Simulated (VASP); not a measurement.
Crystal: Al.

```
Al
1.0
     0.00000    2.02481    2.02481
     2.02481    0.00000    2.02481
     2.02481    2.02481    0.00000
Al
1
Cartesian
  0.0000 0.0000 0.0000
```

- Program: VASP 6.6.1
- Task: relaxation of cell and atoms
- Functional: PBEsol
- Dispersion: D4
- Potentials or basis: VASP PAW PBE potentials, release 64 (Al)
- Cutoff: 600 eV
- k mesh: 20 × 20 × 20
- Occupations: methfessel-paxton, width 0.1 eV
- Spin: no spin polarisation

At the start: pressure -3.8 GPa; volume 16.60 Å³/atom.

Q: Where does the relaxation end?

A: Over 3 steps the energy falls by 9.8 meV/atom and the volume is 15.81 Å³/atom (-4.8 %); space group Fm-3m (No. 225, to 0.05 Å).

The path:
```
step  energy change (eV)  largest force (eV/Å)  pressure (GPa)  volume (Å³)
   1              0.0000                0.0000           -3.78        16.60
   2             -0.0095                0.0000            0.73        15.68
   3             -0.0098                0.0000            0.01        15.81
```

Final structure:
```
Al
1.0
     0.00000    1.99198    1.99198
     1.99198    0.00000    1.99198
     1.99198    1.99198    0.00000
Al
1
Direct
  0.00000 0.00000 0.00000
```

Caveat: the PAW data sets were made with another functional, which shifts forces and pressure a little; pairwise dispersion overbinds metals, which lowers pressure and volume.
